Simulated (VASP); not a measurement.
# CdSe (P6_3mc) in VASP: further runs, part 2 of 3

VASP 6.6.1.

### Step 3. Relaxation of cell and atoms, PBEsol, target pressure 10 GPa, at which the enthalpy is minimised

File INCAR:

```
PREC = Accurate
ENCUT = 600
EDIFF = 1E-7
ISMEAR = -1
SIGMA = 0.05
LREAL = False
LASPH = True
NELM = 80
ALGO = Normal
ISIF = 3
LWAVE = False
LCHARG = False
GGA = PS
IBRION = 2
NSW = 80
EDIFFG = -0.01
PSTRESS = 100.0
```

File KPOINTS:

```
regular mesh
0
Gamma
  7 7 4
```

File POSCAR:

```
CdSe
1.0
    4.3000000000      0.0000000000      0.0000000000
   -2.1500000000      3.7239092363      0.0000000000
    0.0000000000      0.0000000000      7.0200000000
Cd Se
2 2
Direct
    0.6666666667      0.3333333333      0.5000000000
    0.3333333333      0.6666666667      0.0000000000
    0.6666666667      0.3333333333      0.8850000000
    0.3333333333      0.6666666667      0.3850000000
```

Potentials or basis: VASP PAW PBE potentials, release 64 (Cd, Se).

Command:

```bash
$ cat potpaw_PBE.64/Cd/POTCAR potpaw_PBE.64/Se/POTCAR > POTCAR
$ mpirun -np 1 vasp_std > vasp.out
```

OUTCAR:

```text
PREC = Accurate
   ENCUT = 600
   EDIFF = 1E-7
   ISMEAR = -1
   LREAL = False
   LASPH = True
   NELM = 80
   ISIF = 3
   GGA = PS
   IBRION = 2
   NSW = 80
   EDIFFG = -0.01
   PSTRESS = 100.0

 ion  position               nearest neighbor table
   1  0.667  0.333  0.500-   4 2.61   4 2.61   4 2.61   3 2.70
   2  0.333  0.667  0.000-   3 2.61   3 2.61   3 2.61   4 2.70
   3  0.667  0.333  0.885-   2 2.61   2 2.61   2 2.61   1 2.70
   4  0.333  0.667  0.385-   1 2.61   1 2.61   1 2.61   2 2.70

  LATTYP: Found a hexagonal cell.
 ALAT       =     4.3000000000
 C/A-ratio  =     1.6325581395

  Lattice vectors:

 A1 = (   4.3000000000,   0.0000000000,   0.0000000000)
 A2 = (  -2.1500000000,   3.7239092363,   0.0000000000)
 A3 = (   0.0000000000,   0.0000000000,   7.0200000000)

Analysis of symmetry for initial positions (statically):
=====================================================================
 Subroutine PRICEL returns:
 Original cell was already a primitive cell.

 Routine SETGRP: Setting up the symmetry group for a
 hexagonal supercell.

 Subroutine GETGRP returns: Found 12 space group operations
 (whereof  6 operations were pure point group operations)
 out of a pool of 24 trial point group operations.

The static configuration has the point symmetry C_3v.
 The point group associated with its full space group is C_6v.

Analysis of symmetry for dynamics (positions and initial velocities):
=====================================================================
 Subroutine PRICEL returns:
 Original cell was already a primitive cell.

 Routine SETGRP: Setting up the symmetry group for a
 hexagonal supercell.

 Subroutine GETGRP returns: Found 12 space group operations
 (whereof  6 operations were pure point group operations)
 out of a pool of 24 trial point group operations.

The dynamic configuration has the point symmetry C_3v.
 The point group associated with its full space group is C_6v.

 Subroutine INISYM returns: Found 12 space group operations
[... 131 lines left out ...]
 conjugate gradient relaxation of ions
 non-spin polarized calculation
  energy-cutoff  :      600.00
  volume of cell :      112.41
 maximum number of plane-waves:      3791
 NGX is ok and might be reduce to    36
   NGX = 17   NGY = 17   NGZ = 29

--------------------------------------- Ionic step        1  -------------------------------------------

 number of electron      35.9999991 magnetization

 Free energy of the ion-electron system (eV)
  ---------------------------------------------------
  ext. energy  EPLUGINS =         0.00000000
  ---------------------------------------------------
  free energy    TOTEN  =       -12.33057345 eV

  energy without entropy =      -12.33053015  energy(sigma->0) =      -12.33055180

------------------------ aborting loop because EDIFF is reached ----------------------------------------

  FORCE on cell =-STRESS in cart. coord.  units (eV):
  Direction    XX          YY          ZZ          XY          YZ          ZX
  --------------------------------------------------------------------------------------
  -------------------------------------------------------------------------------------
  Total        0.7640055      0.7640055     -0.5720874      0.0000000      0.0000000      0.0000000
  in kB       10.8893615     10.8893615     -8.1539553      0.0000000      0.0000000      0.0000000
  external PRESSURE =     -95.4584107 kB  Pullay stress =     100.0000000 kB
[... 27 lines left out ...]
--------------------------------------- Ionic step        2  -------------------------------------------

 number of electron      36.0000004 magnetization

 E-fermi :   3.7761     XC(G=0): -10.2992

 val. band max:        3.2019860129   @ k =   0.0000   0.0000   0.0000
 cond. band min:       4.3029765125   @ k =   0.0000   0.0000   0.0000
 fundamental gap:      1.1009904996
 Fermi energy:         3.7760799966

 k-point     1 :       0.0000    0.0000    0.0000
  band No.  band energies     occupation
      1     -11.2312      2.00000
      2     -10.5564      2.00000
      3      -5.9671      2.00000
      4      -5.9671      2.00000
      5      -5.9365      2.00000
      6      -5.8481      2.00000
[... 664 lines left out ...]
  energy  without entropy=      -11.9472798557  energy(sigma->0) =      -11.94728160

  enthalpy is  TOTEN    =        -5.7910446729 eV   P V=        6.1562386807

[... ionic steps 4 to 11 ...]

--------------------------------------- Ionic step       12  -------------------------------------------

 number of electron      36.0000001 magnetization

------------------------ aborting loop because EDIFF is reached ----------------------------------------
[... 75 lines left out ...]
--------------------------------------- Ionic step       14  -------------------------------------------

 number of electron      35.9999999 magnetization

 Free energy of the ion-electron system (eV)
  ---------------------------------------------------
  ext. energy  EPLUGINS =         0.00000000
  ---------------------------------------------------
  free energy    TOTEN  =       -11.94940200 eV

  energy without entropy =      -11.94939694  energy(sigma->0) =      -11.94939947

 E-fermi :   2.4148     XC(G=0):  -9.7145

 val. band max:        1.9936251861   @ k =   0.0000   0.0000   0.0000
 cond. band min:       2.7915219882   @ k =   0.0000   0.0000   0.0000
 fundamental gap:      0.7978968022
 Fermi energy:         2.4148320321

 k-point     1 :       0.0000    0.0000    0.0000
  band No.  band energies     occupation
      1     -11.5110      2.00000
      2     -10.9955      2.00000
      3      -6.5095      2.00000
      4      -6.4837      2.00000
      5      -6.4837      2.00000
      6      -6.3845      2.00000
[... 624 lines left out ...]
  energy  without entropy=      -11.9493969429  energy(sigma->0) =      -11.94939947

  enthalpy is  TOTEN    =        -5.8021239400 eV   P V=        6.1472780597

 reached required accuracy - stopping structural energy minimisation
```

CONTCAR:

```text
CdSe
   1.00000000000000
     4.1044420812414559   -0.0000000000000000   -0.0000000000000000
    -2.0522210406207280    3.5545511108139096    0.0000000000000000
     0.0000000000000000    0.0000000000000000    6.7507891771405122
  Cd              Se
     2     2
Direct
     0.6666666667000030    0.3333333332999970    0.5059418421849294
     0.3333333332999970    0.6666666667000030    0.0059418421849294
     0.6666666667000030    0.3333333332999970    0.8790581578150686
     0.3333333332999970    0.6666666667000030    0.3790581578150687

  0.00000000E+00  0.00000000E+00  0.00000000E+00
  0.00000000E+00  0.00000000E+00  0.00000000E+00
  0.00000000E+00  0.00000000E+00  0.00000000E+00
  0.00000000E+00  0.00000000E+00  0.00000000E+00
```

It took 3.8 min on 1 thread of Intel Xeon 6975P-C (Granite Rapids), shared host; peak memory 0.31 GiB.

Results:

```
Free energy                                                : -11.9494 eV
Relaxed volume                                             : 24.62 Å³/atom
Relaxed cell                                               : a = 4.104 Å, b = 4.104 Å, c = 6.751 Å, α = 90.00°, β = 90.00°, γ = 120.00°
Space group after relaxing (to 0.1 Å)                      : P6_3mc (No. 186)
Energy change on relaxing (the run minimises the enthalpy) : +95.3 meV/atom
Ionic steps                                                : 14
Pressure after relaxing                                    : 10.0 GPa
Largest force after relaxing                               : 0.005 eV/Å
Band gap on the k mesh                                     : 0.80 eV
```

Forces in eV/Å, atoms in the order of the input:
```
Cd   0.000  0.000 -0.005
Cd   0.000  0.000 -0.005
Se   0.000  0.000  0.005
Se   0.000  0.000  0.005
```

The path:
| step | energy change (eV) | largest force (eV/Å) | pressure (GPa) | volume (Å³) |
| --- | --- | --- | --- | --- |
| 1 | 0.0000 | 0.2744 | 0.45 | 112.41 |
| 2 | 1.5504 | 0.0495 | 24.84 | 87.30 |
| 3 | 0.3833 | 0.2533 | 9.92 | 98.63 |
| 4 | 0.3995 | 0.2512 | 10.17 | 98.37 |
| 5 | 0.3929 | 0.0886 | 10.11 | 98.40 |
| 6 | 0.3912 | 0.0383 | 10.11 | 98.39 |
| 7 | 0.3785 | 0.0367 | 9.91 | 98.59 |
| 8 | 0.3631 | 0.0344 | 9.68 | 98.83 |
| 9 | 0.3638 | 0.0340 | 9.71 | 98.81 |
| 10 | 0.3660 | 0.0328 | 9.75 | 98.77 |
| 11 | 0.3706 | 0.0297 | 9.83 | 98.68 |
| 12 | 0.3810 | 0.0211 | 10.00 | 98.50 |
| 13 | 0.3847 | 0.0175 | 10.05 | 98.43 |
| 14 | 0.3812 | 0.0051 | 9.99 | 98.49 |

Final structure:
```cif
data_structure
_symmetry_space_group_name_H-M 'P 1'
_symmetry_Int_Tables_number 1
_cell_length_a 4.1044
_cell_length_b 4.1044
_cell_length_c 6.7508
_cell_angle_alpha 90.000
_cell_angle_beta 90.000
_cell_angle_gamma 120.000
_cell_volume 98.49
loop_
_atom_site_label
_atom_site_type_symbol
_atom_site_fract_x
_atom_site_fract_y
_atom_site_fract_z
_atom_site_occupancy
Cd1 Cd 0.66667 0.33333 0.50594 1
Cd2 Cd 0.33333 0.66667 0.00594 1
Se1 Se 0.66667 0.33333 0.87906 1
Se2 Se 0.33333 0.66667 0.37906 1
```

Caveat: the cell is relaxed towards a set pressure, so the run minimises the enthalpy, not the energy; the PAW data sets were made with another functional, which shifts forces and pressure a little. As with any semilocal functional, this PBEsol gap is likely too small.

### Step 4. Relaxation of cell and atoms, PBEsol, target pressure 20 GPa, at which the enthalpy is minimised

File INCAR:

```
PREC = Accurate ; ENCUT = 600
EDIFF = 1E-7 ; ISMEAR = -1
SIGMA = 0.05 ; LREAL = F
LASPH = T ; NELM = 60
ALGO = Normal ; ISIF = 3
LWAVE = F ; LCHARG = F
GGA = PS ; IBRION = 2
NSW = 80 ; EDIFFG = -0.01
PSTRESS = 200.0
```

File KPOINTS:

```
Automatic mesh
0
Gamma
  7 7 4
```

POSCAR is that of step 3.

Command:

```bash
$ cat potpaw_PBE.64/Cd/POTCAR potpaw_PBE.64/Se/POTCAR > POTCAR
$ mpirun -np 1 vasp_std > vasp.out
```

Wall time 6.8 min (1 thread of Intel Xeon 6975P-C (Granite Rapids), shared host); peak memory 0.31 GiB.

Results (log left out):

```
Free energy                                                : -11.1689 eV
Relaxed volume                                             : 22.50 Å³/atom
Relaxed cell                                               : a = 3.926 Å, b = 3.926 Å, c = 6.740 Å, α = 90.00°, β = 90.00°, γ = 120.00°
Space group after relaxing (to 0.1 Å)                      : P6_3mc (No. 186)
Energy change on relaxing (the run minimises the enthalpy) : +290.4 meV/atom
Ionic steps                                                : 26
Pressure after relaxing                                    : 20.0 GPa
Largest force after relaxing                               : 0.009 eV/Å
Band gap on the k mesh                                     : 0.82 eV
```

Forces on the atoms (eV/Å):
```
Cd   0.000  0.000  0.009
Cd   0.000  0.000  0.009
Se   0.000  0.000 -0.009
Se   0.000  0.000 -0.009
```

The path:
| step | energy change (eV) | largest force (eV/Å) | pressure (GPa) | volume (Å³) |
| --- | --- | --- | --- | --- |
| 1 | 0.0000 | 0.2744 | 0.45 | 112.41 |
| 2 | 9.1981 | 0.0269 | 103.76 | 65.34 |
| 3 | 0.9552 | 0.3881 | 17.68 | 91.95 |
| 4 | 1.0900 | 0.3897 | 19.35 | 90.77 |
| 5 | 1.1572 | 0.3903 | 20.16 | 90.22 |
| 6 | 1.1776 | 0.3865 | 20.37 | 90.07 |
| 7 | 1.1511 | 0.0328 | 20.18 | 90.15 |
| 8 | 1.1513 | 0.0250 | 20.18 | 90.15 |
| 9 | 1.1181 | 0.0239 | 19.78 | 90.42 |
| 10 | 1.1243 | 0.0241 | 19.86 | 90.37 |
| 11 | 1.1242 | 0.0316 | 19.87 | 90.36 |
| 12 | 1.1241 | 0.0544 | 19.88 | 90.36 |
| 13 | 1.1247 | 0.0977 | 19.90 | 90.34 |
| 14 | 1.1292 | 0.1760 | 19.92 | 90.30 |
| 15 | 1.1293 | 0.1752 | 19.92 | 90.30 |
| 16 | 1.1296 | 0.1732 | 19.92 | 90.29 |
| 17 | 1.1301 | 0.1690 | 19.92 | 90.28 |
| 18 | 1.1312 | 0.1600 | 19.91 | 90.27 |
| 19 | 1.1341 | 0.1391 | 19.89 | 90.23 |
| 20 | 1.1420 | 0.0830 | 19.82 | 90.16 |
| 21 | 1.1702 | 0.0902 | 19.55 | 89.95 |
| 22 | 1.1457 | 0.0453 | 19.78 | 90.12 |
| 23 | 1.1463 | 0.0418 | 19.77 | 90.12 |
| 24 | 1.1530 | 0.0317 | 19.88 | 90.06 |
| 25 | 1.1640 | 0.0151 | 20.05 | 89.97 |
| 26 | 1.1617 | 0.0088 | 20.02 | 89.99 |

Final structure:
```
Cd Se
1.0
     3.92640    0.00000    0.00000
    -1.96320    3.40036    0.00000
     0.00000    0.00000    6.74039
Cd Se
2 2
Direct
  0.66667 0.33333 0.51200
  0.33333 0.66667 0.01200
  0.66667 0.33333 0.87300
  0.33333 0.66667 0.37300
```

Levels at points of the mesh, in eV from the valence-band top:
```tsv
k point	band 15	band 16	band 17	band 18	band 19	band 20	band 21	band 22
(0.00, 0.00, 0.00)	-1.10	-0.38	0.00	0.00	0.82	2.64	5.44	5.87
(0.00, 0.00, 0.50)	-0.59	-0.59	-0.59	-0.59	2.70	2.70	5.87	5.87
```

Caveat: the cell is relaxed towards a set pressure, so the run minimises the enthalpy, not the energy; the volume moved by over 15 % at a fixed basis, so the end points are rough; the PAW data sets were made with another functional, which shifts forces and pressure a little.

### Step 5. Relaxation of cell and atoms, PBEsol, target pressure 30 GPa, at which the enthalpy is minimised

File INCAR:

```
SYSTEM = CdSe
PREC = Accurate ; ENCUT = 600
EDIFF = 1E-6 ; ISMEAR = -1
SIGMA = 0.05 ; LREAL = .FALSE.
LASPH = .TRUE. ; NELM = 100
ALGO = Normal ; ISIF = 3
LWAVE = .FALSE. ; LCHARG = .FALSE.
GGA = PS ; IBRION = 2
NSW = 80 ; EDIFFG = -0.01
PSTRESS = 300.0
```

File KPOINTS:

```
regular mesh
0
G
  7 7 4
  0 0 0
```

POSCAR is that of step 4.

Command:

```bash
$ cat potpaw_PBE.64/Cd/POTCAR potpaw_PBE.64/Se/POTCAR > POTCAR
$ mpirun -np 1 vasp_std > vasp.out
```

It took 9.4 min on 1 thread of Intel Xeon 6975P-C (Granite Rapids), shared host; peak memory 0.32 GiB.

The run converged. Its results:

```yaml
Free_energy: -9.9703 eV
Relaxed_volume: 20.57 Å³/atom
Relaxed_cell: a = 3.652 Å, b = 3.652 Å, c = 7.125 Å, α = 90.00°, β = 90.00°, γ = 120.00°
Space_group_after_relaxing_to_0.1_Å: P6_3mc (No. 186)
Energy_change_on_relaxing_the_run_minimises_the_enthalpy: +590.1 meV/atom
Ionic_steps: 43
Pressure_after_relaxing: 30.0 GPa
```

Forces on the atoms (eV/Å):
```
Cd   0.000  0.000  0.002
Cd   0.000  0.000  0.002
Se   0.000  0.000 -0.002
Se   0.000  0.000 -0.002
```

Step by step:
| step | energy change (eV) | largest force (eV/Å) | pressure (GPa) | volume (Å³) |
| --- | --- | --- | --- | --- |
| 1 | 0.0000 | 0.2745 | 0.45 | 112.41 |
| 3 | 1.3398 | 0.4982 | 22.27 | 88.91 |
| 5 | 2.0508 | 0.5356 | 30.28 | 84.52 |
| 7 | 2.0362 | 0.7948 | 29.94 | 84.73 |
| 9 | 1.9555 | 0.0076 | 29.36 | 84.90 |
| 11 | 2.0153 | 0.0103 | 30.02 | 84.58 |
| 13 | 2.0144 | 0.0531 | 30.01 | 84.59 |
| 15 | 2.0135 | 0.0556 | 30.01 | 84.59 |
| 17 | 2.0095 | 0.0667 | 29.98 | 84.61 |
| 19 | 1.9938 | 0.1061 | 29.82 | 84.68 |
| 21 | 1.9384 | 0.1680 | 28.95 | 84.87 |
| 23 | 1.9060 | 0.1448 | 26.64 | 84.88 |
| 25 | 1.9029 | 0.0817 | 26.97 | 84.90 |
| 27 | 1.9026 | 0.0887 | 26.91 | 84.90 |
| 29 | 1.9021 | 0.1194 | 26.66 | 84.90 |
| 31 | 1.9100 | 0.1188 | 26.74 | 84.86 |
| 33 | 1.9456 | 0.1188 | 26.98 | 84.64 |
| 35 | 2.0932 | 0.1298 | 27.96 | 83.78 |
| 37 | 2.3296 | 0.1809 | 29.45 | 82.47 |
| 39 | 2.3438 | 0.0062 | 29.81 | 82.39 |
| 41 | 2.3515 | 0.0064 | 29.87 | 82.35 |
| 43 | 2.3603 | 0.0024 | 30.01 | 82.30 |

Final structure:
```
Cd Se
1.0
     3.65217    0.00000    0.00000
    -1.82609    3.16287    0.00000
     0.00000    0.00000    7.12467
Cd Se
2 2
Cartesian
  1.8261 1.0543 3.7567
  0.0000 2.1086 0.1943
  1.8261 1.0543 6.1110
  0.0000 2.1086 2.5487
```

Levels at points of the mesh, in eV from the Fermi level:
| k point | band 15 | band 16 | band 17 | band 18 | band 19 | band 20 | band 21 | band 22 |
| --- | --- | --- | --- | --- | --- | --- | --- | --- |
| (0.00, 0.00, 0.00) | -1.13 | -1.13 | -0.06 | -0.06 | 0.00 | 3.56 | 4.72 | 6.40 |
| (0.00, 0.00, 0.50) | -0.63 | -0.63 | -0.63 | -0.63 | 2.88 | 2.88 | 5.33 | 5.33 |

Caveat: the cell is relaxed towards a set pressure, so the run minimises the enthalpy, not the energy; the volume moved by over 15 % at a fixed basis, so the end points are rough; the PAW data sets were made with another functional, which shifts forces and pressure a little.

(Part 2 of 3 ends here.)
